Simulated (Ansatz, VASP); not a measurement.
**Ge: VASP beside Ansatz**

INCAR

```
SYSTEM = Ge
  ALGO = Normal
  EDIFF = 1E-6
  ENCUT = 520
  GGA = CA
  ISIF = 2
  ISMEAR = 0
  LASPH = .TRUE.
  LCHARG = .FALSE.
  LREAL = .FALSE.
  LWAVE = .FALSE.
  NBANDS = 21
  NELM = 60
  PREC = Accurate
  SIGMA = 0.05
```

Contents of KPOINTS:

```
k-points
0
G
  14 14 14
  0 0 0
```

File POSCAR:

```
Ge
1.0
    0.0000000000      2.8109767408      2.8109767408
    2.8109767408      0.0000000000      2.8109767408
    2.8109767408      2.8109767408      0.0000000000
Ge
2
Direct
    0.5000000000      0.5000000000      0.5000000000
    0.7500000000      0.7500000000      0.7500000000
```

Input for Ansatz:

```yaml
crystal:
  lattice:
    - [0.0, 2.8109767408, 2.8109767408]
    - [2.8109767408, 0.0, 2.8109767408]
    - [2.8109767408, 2.8109767408, 0.0]
  atoms:
    - { symbol: Ge, position: [0.5, 0.5, 0.5] }
    - { symbol: Ge, position: [0.75, 0.75, 0.75] }
basis:
  ecutwfc: 420
  ecutrho_ratio: 4
kpoints:
  mp_grid: { grid: [14, 14, 14] }
  band_path:
    path:
      - [[0.0, 0.0, 0.0], [0.5, 0.0, 0.5], [0.625, 0.25, 0.625]]
      - [[0.375, 0.375, 0.75], [0.0, 0.0, 0.0], [0.5, 0.5, 0.5], [0.5, 0.25, 0.75], [0.5, 0.0, 0.5]]
    npoints: 14
hamiltonian:
  xc: lda
scf:
  occupations: { method: gaussian, width: 0.05 }
output:
  forces: true
  stress: true
  eigenvalues: true
  populations: true
  dos: { projected: true, de: 0.02, nscf_kmesh: { grid: [21, 21, 21] } }
  bader: true
```

Alike in both runs: task single point; functional LDA; k mesh 14 × 14 × 14; occupations gaussian, width 0.05 eV; no spin polarisation.

|  | VASP | Ansatz |
| --- | --- | --- |
| version | VASP 6.6.1 | Ansatz 0.2.0 |
| potentials or method | VASP PAW LDA potentials, release 64 (Ge_d), cutoff 520 eV | scalar-relativistic, plane waves, PAW |
| valence electrons in the cell | 28 | 28 |

Ansatz gave:

- pressure (GPa): 0.0

Estimate VASP's values.

pressure (GPa): 0.2.

LDA's correlation is that of Perdew and Zunger in VASP and of Perdew and Wang (1992) in Ansatz.
